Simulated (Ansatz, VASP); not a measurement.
**One calculation of Ir, two programs**

```
CELL_PARAMETERS angstrom
0.00000 1.76612 2.07328
1.76612 0.00000 2.07328
1.76612 1.76612 0.00000
ATOMIC_POSITIONS crystal
Ir 0.00000 0.00000 0.00000
```

Change from the starting cell: strain -0.080 along x and y, +0.080 along z, atoms carried along.

Alike in both runs: task single point; functional PBE; k mesh 22 × 22 × 22; occupations gaussian, width 0.15 eV; no spin polarisation.

|  | VASP | Ansatz |
| --- | --- | --- |
| version | VASP 6.6.1 | Ansatz 0.2.0 |
| potentials or method | VASP PAW PBE potentials, release 64 (Ir), cutoff 520 eV | scalar-relativistic, plane waves, PAW |
| valence electrons in the cell | 9 | 17 |

VASP gave:

| Property | Result |
| --- | --- |
| gap on the k mesh at the Fermi level (eV) | none |
| pressure (GPa) | 62.4 |
| traceless stress, the component that is largest in VASP (GPa) | -51.19 |

Problem. Which values does Ansatz return?

Solution. gap on the k mesh at the Fermi level (eV): none; pressure (GPa): 61.1; traceless stress, the component that is largest in VASP (GPa): -51.35.

A gap of «none» marks a metal or a gap that the smearing closes. Both programs put the cell under a high pressure, so it lies far from rest at this level. With one functional, cell and mesh, what is left measures potentials, basis and numerics. VASP's potentials hold 9 valence electrons a cell and Ansatz's 17, so a difference there can come from the potentials and not from the codes.

Neither program's run includes spin-orbit coupling. Noted on VASP's run: the cell as given lies far from equilibrium.
